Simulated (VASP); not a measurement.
# Ca (I4/mmm) in VASP: single point with PBE

Aim: the single point of Ca with PBE.

Program: VASP 6.6.1. These are calculated values, not measurements. Logs are shortened: lines on timing, memory, paths and dates and some standing lists are left out, and cuts for length are marked.

**1. The cell of the first run**

It takes space group I4/mmm (No. 139, tetragonal). Conventional cell: a = 4.221 Å, b = 4.221 Å, c = 4.157 Å, α = 90.00°, β = 90.00°, γ = 90.00°. Within 4.8 Å of Ca (site symmetry 4/mmm) lie 14 Ca at 3.64 to 4.22 Å.

**2. Single point, PBE (37.04 Å³/atom)**

Input file INCAR:

```
SYSTEM = Ca
PREC = Accurate ; ENCUT = 520
EDIFF = 1E-6 ; ISMEAR = 0
SIGMA = 0.1 ; LREAL = .FALSE.
LASPH = .TRUE. ; NELM = 100
ALGO = Fast ; ISIF = 2
LWAVE = .FALSE. ; LCHARG = .FALSE.
GGA = PE ; NBANDS = 11
```

Input file KPOINTS:

```
regular mesh
0
G
  18 18 18
  0 0 0
```

Input file POSCAR:

```
Ca
1.0
   -2.1104642846      2.1104642846      2.0787306383
    2.1104642846     -2.1104642846      2.0787306383
    2.1104642846      2.1104642846     -2.0787306383
Ca
1
Direct
    0.0000000000      0.0000000000      0.0000000000
```

Potentials or basis: VASP PAW PBE potentials, release 64 (Ca_sv).

Command:

```console
cat potpaw_PBE.64/Ca_sv/POTCAR > POTCAR
mpirun -np 1 vasp_std > vasp.out
```

OUTCAR:

```text
SYSTEM = Ca
   PREC = Accurate
   ENCUT = 520
   EDIFF = 1E-6
   ISMEAR = 0
   LREAL = .FALSE.
   LASPH = .TRUE.
   NELM = 100
   ISIF = 2
   GGA = PE

 ion  position               nearest neighbor table
   1  0.000  0.000  0.000-

  LATTYP: Found a body centered tetragonal cell.
 ALAT       =     4.2209285692
 C/A-ratio  =     0.9849636658

  Lattice vectors:

 A1 = (  -2.1104642846,   2.1104642846,   2.0787306383)
 A2 = (   2.1104642846,  -2.1104642846,   2.0787306383)
 A3 = (   2.1104642846,   2.1104642846,  -2.0787306383)

Analysis of symmetry for initial positions (statically):
=====================================================================
 Subroutine PRICEL returns:
 Original cell was already a primitive cell.

 Routine SETGRP: Setting up the symmetry group for a
 body centered tetragonal supercell.

 Subroutine GETGRP returns: Found 16 space group operations
 (whereof 16 operations were pure point group operations)
 out of a pool of 16 trial point group operations.

The static configuration has the point symmetry D_4h.

Analysis of symmetry for dynamics (positions and initial velocities):
=====================================================================
 Subroutine PRICEL returns:
 Original cell was already a primitive cell.

 Routine SETGRP: Setting up the symmetry group for a
 body centered tetragonal supercell.

 Subroutine GETGRP returns: Found 16 space group operations
 (whereof 16 operations were pure point group operations)
 out of a pool of 16 trial point group operations.

The dynamic configuration has the point symmetry D_4h.

 Subroutine INISYM returns: Found 16 space group operations
 (whereof 16 operations are pure point group operations),
 and found     1 'primitive' translations

----------------------------------------------------------------------------------------

                                     Primitive cell

  volume of cell :      37.0352

  direct lattice vectors                    reciprocal lattice vectors
    -2.110464285  2.110464285  2.078730638     0.000000000  0.236914694  0.240531404
     2.110464285 -2.110464285  2.078730638     0.236914694  0.000000000  0.240531404
     2.110464285  2.110464285 -2.078730638     0.236914694  0.236914694  0.000000000

  length of vectors
     3.637202230  3.637202230  3.637202230     0.337615060  0.337615060  0.335047973

  position of ions in fractional coordinates (direct lattice)
     0.000000000  0.000000000  0.000000000

  ion indices of the primitive-cell ions
[... 75 lines left out ...]
   LREAL  =      F    real-space projection
   EDIFFG = 0.1E-04   stopping-criterion for IOM
   NSW    =      0    number of steps for IOM
   IBRION =     -1    ionic relax: 0-MD 1-quasi-New 2-CG
   NFREE  =      0    steps in history (QN), initial steepest desc. (CG)
   ISIF   =      2    stress and relaxation
   ISYM   =      2    0-nonsym 1-usesym 2-fastsym
   POTIM  = 0.5000    time-step for ionic-motion
   TEBEG  =    0.0;   TEEND  =   0.0 temperature during run
   PSTRESS=    0.0 pullay stress
   NELECT =      10.0000    total number of electrons
   NUPDOWN=      -1.0000    fix difference up-down
   EMIN   =  10.00;   EMAX   =-10.00  energy-range for DOS
   EFERMI =   0.00;   METHOD = LEGACY
   ISMEAR =     0;   SIGMA  =   0.10  broadening in eV -4-tet -1-fermi 0-gaus
   EFERMI_NEDOS =   21; number of points for ismear=-14 and -15
   IALGO  =     68    algorithm
   IMIX   =      4    mixing-type and parameters
     AMIX     =   0.40;   BMIX     =  1.00
     AMIX_MAG =   1.60;   BMIX_MAG =  1.00
  volume/ion in A,a.u.               =      37.04       249.93
  Fermi-wavevector in a.u.,A,eV,Ry     =   1.058124  1.999565 15.233455  1.119627
  Thomas-Fermi vector in A             =   2.193422
   LORBIT       =      0    0 simple, 1 ext, 2 COOP (PROOUT), +10 PAW based schemes
   GGA     = PE    functional components
   LHFCALC =     F    Hartree Fock is set to
   AEXX    =    0.0000 exact exchange contribution
   IVDW    =     0    specifies the selected vdW correction
   LEPSILON=     F    determine dielectric tensor
   LRPA    =     F    only Hartree local field effects (RPA)
 non-spin polarized calculation
 RMM-DIIS sequential band-by-band and
 Gauss-broadening in eV      SIGMA  =   0.10
  energy-cutoff  :      520.00
  volume of cell :       37.04
 maximum number of plane-waves:      1016
   NGX = 13   NGY = 13   NGZ = 13

 number of electron      10.0000000 magnetization

 Free energy of the ion-electron system (eV)
  ---------------------------------------------------
  ext. energy  EPLUGINS =         0.00000000
  ---------------------------------------------------
  free energy    TOTEN  =        -1.87859994 eV

  energy without entropy =       -1.87164168  energy(sigma->0) =       -1.87512081

 E-fermi :   2.5749     XC(G=0):  -8.1457

 val. band max:        2.5732636036   @ k =   0.3333   0.2778   0.1667
 cond. band min:       2.5779071275   @ k =  -0.4444  -0.4444   0.1111
 fundamental gap:      0.0046435239
 Fermi energy:         2.5748967671

 k-point     1 :       0.0000    0.0000    0.0000
  band No.  band energies     occupation
      1     -39.1806      2.00000
      2     -20.0760      2.00000
      3     -20.0724      2.00000
      4     -20.0724      2.00000
      5      -1.7421      2.00000
      6       4.9965      0.00000
      7       5.0755      0.00000
      8       5.0755      0.00000
      9       6.1953      0.00000
     10       6.2992      0.00000
     11      13.3828      0.00000
[... 309 lines left out ...]
 k-point    24 :      -0.2222    0.0556    0.0000
  band No.  band energies     occupation
      1     -39.1712      2.00000
      2     -20.1526      2.00000
      3     -20.0965      2.00000
      4     -20.0770      2.00000
      5      -0.9564      2.00000
      6       4.5502      0.00000
      7       4.5929      0.00000
      8       5.6690      0.00000
      9       5.9573      0.00000
     10       6.3246      0.00000
     11      12.3802      0.00000

 [... further k-points ...]
[... 5 lines left out ...]
  --------------------------------------------------------------------------------------
  -------------------------------------------------------------------------------------
  Total        0.5758885      0.5758885      0.5779636      0.0000000      0.0000000      0.0000000
  in kB       24.9135009     24.9135009     25.0032721      0.0000000      0.0000000      0.0000000
  external PRESSURE =      24.9434246 kB  Pullay stress =       0.0000000 kB

 VOLUME and BASIS-vectors are now :
 -----------------------------------------------------------------------------
  energy-cutoff  :      520.00
  volume of cell :       37.04
      direct lattice vectors                 reciprocal lattice vectors
    -2.110464285  2.110464285  2.078730638     0.000000000  0.236914694  0.240531404
     2.110464285 -2.110464285  2.078730638     0.236914694  0.000000000  0.240531404
     2.110464285  2.110464285 -2.078730638     0.236914694  0.236914694  0.000000000

 POSITION                                       TOTAL-FORCE (eV/Angst)
 -----------------------------------------------------------------------------------
      0.00000      0.00000      0.00000         0.000000      0.000000      0.000000
 -----------------------------------------------------------------------------------
    total drift:                               -0.000000     -0.000000     -0.000000

  FREE ENERGIE OF THE ION-ELECTRON SYSTEM (eV)
  ---------------------------------------------------
  free  energy   TOTEN  =        -1.8785999422 eV

  energy  without entropy=       -1.8716416845  energy(sigma->0) =       -1.87512081
```

stdout:

```text
POSCAR found type information on POSCAR Ca
 POSCAR found :  1 types and       1 ions
 scaLAPACK will be used
 LDA part: xc-table for (Slater+PW92), standard interpolation
 POSCAR, INCAR and KPOINTS ok, starting setup
 FFT: planning ... GRIDC
 FFT: planning ... GRID_SOFT
 FFT: planning ... GRID
 WAVECAR not read
 entering main loop
WARNING in EDDRMM: call to ZHEGV failed, returncode =   6  3      5
WARNING in EDDRMM: call to ZHEGV failed, returncode =   8  4      5
WARNING in EDDRMM: call to ZHEGV failed, returncode =   6  3      5
WARNING in EDDRMM: call to ZHEGV failed, returncode =   6  3      6
```

Run time: 4 min. Hardware: 1 thread of Intel Xeon Platinum 8375C at 2.90GHz (Ice Lake), shared host; peak memory 0.3 GiB.

Results:

- Free energy: -1.8786 eV
- Pressure: 2.5 GPa
- Band gap on the k mesh: zero (bands 5 and 6 overlap by 0.39 eV)
